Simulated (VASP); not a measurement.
# WS2 in VASP: further runs, part 2 of 2

VASP 6.6.1. The steps go on from the part before.

### 4 Single point, PBEsol+D3(BJ) (atoms displaced along a vibrational mode)

File INCAR:

```
  PREC = Accurate
  ENCUT = 520
  EDIFF = 1E-6
  ISMEAR = 0
  SIGMA = 0.05
  LREAL = False
  LASPH = True
  NELM = 80
  ALGO = Normal
  ISIF = 2
  LWAVE = False
  LCHARG = False
  GGA = PS
  IVDW = 12
  NBANDS = 20
```

File KPOINTS:

```
Automatic mesh
0
Gamma
  12 12 2
```

File POSCAR:

```
WS2
1.0
    3.1239380587      0.0000000000      0.0000000000
   -1.5619690294      2.7054097187      0.0000000000
    0.0000000000      0.0000000000     16.9375357456
W S
1 2
Direct
    0.3359117343      0.6718234686      0.0000000000
    0.6592740711      0.3185481421      0.9071511715
    0.6592740711      0.3185481421      0.0928488285
```

Potentials or basis: VASP PAW PBE potentials, release 64 (W_sv, S).

The run is started by

```console
> cat potpaw_PBE.64/W_sv/POTCAR potpaw_PBE.64/S/POTCAR > POTCAR
> mpirun -np 1 vasp_std > vasp.out
```

OUTCAR:

```text
PREC = Accurate
   ENCUT = 520
   EDIFF = 1E-6
   ISMEAR = 0
   LREAL = False
   LASPH = True
   NELM = 80
   ISIF = 2
   GGA = PS
   IVDW = 12
 IVDW          = 12

 ion  position               nearest neighbor table
   1  0.336  0.672  0.000-   2 2.35   3 2.35   2 2.41   3 2.41   2 2.41   3 2.41
   2  0.659  0.319  0.907-   1 2.35   1 2.41   1 2.41
   3  0.659  0.319  0.093-   1 2.35   1 2.41   1 2.41

  LATTYP: Found a hexagonal cell.
 ALAT       =     3.1239380587
 C/A-ratio  =     5.4218538996

  Lattice vectors:

 A1 = (   3.1239380587,   0.0000000000,   0.0000000000)
 A2 = (  -1.5619690294,   2.7054097187,   0.0000000000)
 A3 = (   0.0000000000,   0.0000000000,  16.9375357456)

Analysis of symmetry for initial positions (statically):
=====================================================================
 Subroutine PRICEL returns:
 Original cell was already a primitive cell.

 Routine SETGRP: Setting up the symmetry group for a
 hexagonal supercell.

 Subroutine GETGRP returns: Found  4 space group operations
 (whereof  4 operations were pure point group operations)
 out of a pool of 24 trial point group operations.

The static configuration has the point symmetry C_2v.

[... 162 lines left out ...]
 E-fermi :  -0.6065     XC(G=0):  -4.6391

 val. band max:       -1.0547830252   @ k =   0.3333   0.3333   0.0000
 cond. band min:       0.8556482653   @ k =  -0.3333   0.1667   0.0000
 fundamental gap:      1.9104312905
 Fermi energy:        -0.6064663693

 k-point     1 :       0.0000    0.0000    0.0000
  band No.  band energies     occupation
      1     -74.9390      2.00000
      2     -39.2398      2.00000
      3     -39.0224      2.00000
      4     -39.0093      2.00000
      5     -16.0312      2.00000
      6     -14.3375      2.00000
[... 541 lines left out ...]
     19       6.5924      0.00000
     20       6.6923      0.00000

 [... further k-points ...]

------------------------ aborting loop because EDIFF is reached ----------------------------------------

 Edisp (eV)   -0.75937

 E8    (eV) :    -0.5104

  FORCE on cell =-STRESS in cart. coord.  units (eV):
  Direction    XX          YY          ZZ          XY          YZ          ZX
  --------------------------------------------------------------------------------------
  -------------------------------------------------------------------------------------
  Total      -0.34249     0.47635     0.13889    -0.00000     0.00000     0.00000
  in kB      -3.83329     5.33154     1.55454    -0.00000     0.00000     0.00000
  external pressure =        1.02 kB  Pullay stress =        0.00 kB

 VOLUME and BASIS-vectors are now :
 -----------------------------------------------------------------------------
  energy-cutoff  :      520.00
  volume of cell :      143.15
      direct lattice vectors                 reciprocal lattice vectors
     3.123938059  0.000000000  0.000000000     0.320108780  0.184814890  0.000000000
    -1.561969029  2.705409719  0.000000000     0.000000000  0.369629780  0.000000000
     0.000000000  0.000000000 16.937535746     0.000000000  0.000000000  0.059040466

 POSITION                                       TOTAL-FORCE (eV/Angst)
 -----------------------------------------------------------------------------------
     -0.00000      1.81756      0.00000         0.000000     -1.230483      0.000000
      1.56197      0.86180     15.36491        -0.000000      0.615241     -0.057710
      1.56197      0.86180      1.57263        -0.000000      0.615241      0.057710
 -----------------------------------------------------------------------------------
    total drift:                               -0.000000     -0.000020     -0.000000

  FREE ENERGIE OF THE ION-ELECTRON SYSTEM (eV)
  ---------------------------------------------------
  free  energy   TOTEN  =       -25.9697607456 eV

  energy  without entropy=      -25.9697607456  energy(sigma->0) =      -25.96976075
```

stdout:

```text
POSCAR found type information on POSCAR W S
 POSCAR found :  2 types and       3 ions
 scaLAPACK will be used
 -----------------------------------------------------------------------------
|                                                                             |
|                                                                             |
|     You enforced a specific xc type in the INCAR file but a different       |
|     I HOPE YOU KNOW WHAT YOU ARE DOING!                                     |
|                                                                             |
 -----------------------------------------------------------------------------

 LDA part: xc-table for (Slater+PW92), standard interpolation
 POSCAR, INCAR and KPOINTS ok, starting setup
 FFT: planning ... GRIDC
 FFT: planning ... GRID_SOFT
 FFT: planning ... GRID
 WAVECAR not read
 entering main loop
```

Wall time 3.4 min (1 thread of Intel Xeon Platinum 8488C (Sapphire Rapids), shared host); peak memory 0.41 GiB.

What came out:

```
Free energy                : -25.9698 eV
Largest force              : 1.230 eV/Å
Band gap on the k mesh     : 1.91 eV (least direct gap 2.04 eV)
Dispersion energy per atom : -0.253 eV
```

Forces on the atoms (eV/Å):
```
W    0.000 -1.230  0.000
S    0.000  0.615 -0.058
S    0.000  0.615  0.058
```

Caveat: the cell differs from its parent crystal (atoms displaced along a vibrational mode); there is no dipole correction, which matters where the two faces differ; the PAW data sets were made with another functional, which shifts forces and pressure a little; spin-orbit coupling is left out, which moves the levels of the heavy elements.

### 5 The runs side by side

| cell | gap on the mesh (eV) | largest force (eV/Å) |
| --- | --- | --- |
| a = 3.046, b = 3.046, c = 16.514 Å, angles 90.0, 90.0, 120.0°, 3 atoms, atomic positions A | 2.07 | 1.81 |
| a = 3.046, b = 3.046, c = 16.514 Å, angles 90.0, 90.0, 120.0°, 3 atoms, atomic positions B | 2.04 | 1.82 |
| a = 3.124, b = 3.124, c = 16.938 Å, angles 90.0, 90.0, 120.0°, 3 atoms, atomic positions B | 1.91 | 1.23 |

Alike in all rows: task single point; level PBEsol+D3(BJ); potentials or basis VASP PAW PBE potentials, release 64 (W_sv, S); no spin polarisation; k mesh 12 × 12 × 2; cutoff (eV) 520; smearing gaussian 0.05 eV.

Caveats: there is no dipole correction, which matters where the two faces differ; the PAW data sets were made with another functional, which shifts forces and pressure a little; spin-orbit coupling is left out, which moves the levels of the heavy elements.

Absolute energies hang on the potentials; compare differences alone.
